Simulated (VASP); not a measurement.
# MgB2: electric field gradients with LDA

MgB2:

```
Mg B
1.0
     3.12560    0.00000    0.00000
    -1.56280    2.70685    0.00000
     0.00000    0.00000    3.56936
Mg B
1 2
Direct
  0.00000 0.00000 0.00000
  0.33333 0.66667 0.50000
  0.66667 0.33333 0.50000
```

This cell differs from its parent crystal: volume scaled by 1.04.

* Program: VASP 6.6.1
* Task: electric field gradients
* Functional: LDA
* Potentials or basis: VASP PAW LDA potentials, release 64 (Mg, B)
* Cutoff: 520 eV
* k mesh: 12 × 12 × 9
* Occupations: fermi-dirac, width 0.05 eV
* Spin: no spin polarisation
* Dipole correction: no
* Further INCAR settings: ALGO = Normal; EDIFF = 1e-08; NBANDS = 11

```json
{"Pressure": "-13.1 GPa", "Band gap on the k mesh": "zero (band 4 reaches 6.69 eV, above the bottom of band 5 at 3.09 eV)"}
```

Stress tensor (GPa, compression positive):
```
-14.26   0.00   0.00
  0.00 -14.26   0.00
  0.00   0.00 -10.85
```

Levels at points of the mesh, in eV from the Fermi level:
```tsv
k point	band 1	band 2	band 3	band 4	band 5	band 6	band 7	band 8	band 9
(0.00, 0.00, 0.00)	-12.02	-2.81	0.36	0.36	1.59	6.13	6.13	7.83	9.51
(0.50, 0.00, 0.00)	-8.25	-7.57	-2.09	0.26	3.00	3.83	5.17	6.67	12.01
```

Electric field gradients, principal values (V/Å²):
```csv
atom,least,middle,greatest (by size)
1 Mg,0.169,0.169,-0.339
2 B,-9.882,-9.882,19.764
3 B,-9.882,-9.882,19.764
```

Wall time 32 s on 1 thread of Intel Xeon 6975P-C, on a shared host, peak memory 0.15 GiB.

Caveat: without QUAD_EFG the Cq values of the log hold for a quadrupole moment of 1 mb, not for the nuclei.
